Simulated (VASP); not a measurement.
Set up this calculation in VASP 6.6.1, as the native input.

```yaml
Task: single point
Functional: PBE
Potentials_or_basis: VASP PAW PBE potentials, release 64 (K_sv, I)
Cutoff: 520 eV
k_mesh: 4 × 4 × 4
Occupations: gaussian, width 0.01 eV
Spin: no spin polarisation
Dipole_correction: no
Further_INCAR_settings: ALGO = Normal; EDIFF = 1e-06; NBANDS = 15
```

The structure of KI lies in POSCAR:

```
KI
1.0
    4.2909401558      0.0000000000      0.0000000000
    0.0000000000      4.2909401558      0.0000000000
    0.0000000000      0.0000000000      4.2909401558
K I
1 1
Direct
    0.0000000000      0.0000000000      0.0000000000
    0.5000000000      0.5000000000      0.5000000000
```

These files were run (other wordings do the same):

INCAR

```
SYSTEM = KI
PREC     = Accurate       ! precision mode
ENCUT    = 520            ! plane-wave cutoff, eV
EDIFF    = 1E-6           ! SCF threshold, eV
ISMEAR   = 0              ! smearing method
SIGMA    = 0.01           ! smearing width, eV
LREAL    = .FALSE.        ! projectors in reciprocal space
LASPH    = .TRUE.         ! aspherical terms in the spheres
NELM     = 60             ! most SCF steps
ALGO     = Normal         ! electronic algorithm
ISIF     = 2              ! what is computed and relaxed
LWAVE    = .FALSE.        ! write WAVECAR
LCHARG   = .FALSE.        ! write CHGCAR
GGA      = PE             ! functional
NBANDS   = 15             ! bands
```

KPOINTS

```
regular mesh
0
G
  4 4 4
  0 0 0
```

Potentials or basis: VASP PAW PBE potentials, release 64 (K_sv, I).

Run with:

```bash
$ cat potpaw_PBE.64/K_sv/POTCAR potpaw_PBE.64/I/POTCAR > POTCAR
$ mpirun -np 1 vasp_std > vasp.out
```

Results of the run:

```json
{
  "Pressure": "0.6 GPa",
  "Band gap on the k mesh": "3.33 eV (least direct gap 3.69 eV)"
}
```

Caveat: spin-orbit coupling is left out, which moves the levels of the heavy elements.

Run time: 17 s on 1 thread of Intel Xeon 8259CL, with other jobs on the host, peak memory 0.18 GiB.
